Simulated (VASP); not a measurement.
Input of a VASP 6.6.1 run:

The input INCAR:

```
SYSTEM = GaN
PREC     = Accurate       ! precision mode
ENCUT    = 520            ! plane-wave cutoff, eV
EDIFF    = 1E-6           ! SCF threshold, eV
ISMEAR   = -1             ! smearing method
SIGMA    = 0.08           ! smearing width, eV
LREAL    = .False.        ! projectors in reciprocal space
LASPH    = .True.         ! aspherical terms in the spheres
NELM     = 60             ! most SCF steps
ALGO     = Normal         ! electronic algorithm
ISIF     = 2              ! what is computed and relaxed
LWAVE    = .False.        ! write WAVECAR
LCHARG   = .True.         ! write CHGCAR
GGA      = PE             ! functional
LELF     = .True.         ! ELF
LVHAR    = .True.       
NBANDS   = 16             ! bands
```

File KPOINTS:

```
Automatic mesh
0
Gamma
  16 16 16
  0 0 0
```

File POSCAR:

```
GaN
1.0
    0.0000000000      2.1436326774      2.1436326774
    2.1436326774      0.0000000000      2.1436326774
    2.1436326774      2.1436326774      0.0000000000
Ga N
1 1
Direct
    0.0000000000      0.0000000000      0.0000000000
    0.2500000000      0.2500000000      0.2500000000
```

Potentials or basis: VASP PAW PBE potentials, release 64 (Ga_d, N).

The run is started by

```sh
$ cat potpaw_PBE.64/Ga_d/POTCAR potpaw_PBE.64/N/POTCAR > POTCAR
$ mpirun -np 1 vasp_std > vasp.out
```

Task: What does it give for the band gap on the k mesh?

Result: 2.69 eV, direct.

Task: Predict the pressure.

Result: 44.7 GPa.

A k mesh can miss the band edges.
